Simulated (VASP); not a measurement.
## LiF: single point with PBE

LiF:

```
Li F
1.0
     3.10944    0.00000    0.00000
    -1.55472    2.69285    0.00000
     0.00000    0.00000    4.95396
Li F
2 2
Direct
  0.33333 0.66667 0.41167
  0.66667 0.33333 0.91167
  0.33333 0.66667 0.99393
  0.66667 0.33333 0.49393
```

This cell differs from its parent crystal: c/a of the conventional cell at fixed volume 1.5932.

```yaml
Program: VASP 6.6.1
Task: single point
Functional: PBE
Potentials_or_basis: VASP PAW PBE potentials, release 64 (Li_sv, F)
Cutoff: 520 eV
k_mesh: 9 × 9 × 6
Occupations: gaussian, width 0.05 eV
Spin: no spin polarisation
Dipole_correction: no
Further_INCAR_settings: ALGO = Normal; EDIFF = 1e-06; NBANDS = 18
```

```yaml
Largest_force: 0.271 eV/Å
Band_gap_on_the_k_mesh: 7.46 eV, direct
```

Forces in eV/Å, atoms in the order of the input:
```
Li   0.000  0.000 -0.271
Li   0.000  0.000 -0.271
F    0.000  0.000  0.271
F    0.000  0.000  0.271
```

Levels at points of the mesh, in eV from the valence-band top:
| k point | band 7 | band 8 | band 9 | band 10 | band 11 | band 12 | band 13 | band 14 |
| --- | --- | --- | --- | --- | --- | --- | --- | --- |
| (0.00, 0.00, 0.00) | -0.59 | -0.33 | -0.33 | 0.00 | 7.46 | 11.63 | 14.73 | 18.21 |
| (0.00, 0.00, 0.50) | -0.46 | -0.46 | -0.46 | -0.46 | 9.18 | 9.18 | 16.93 | 16.93 |

Wall time 29 s on 1 thread of Intel(R) Xeon(R) Platinum 8488C (Sapphire Rapids), on a shared host, peak memory 0.16 GiB.

 A k mesh can miss the band edges.
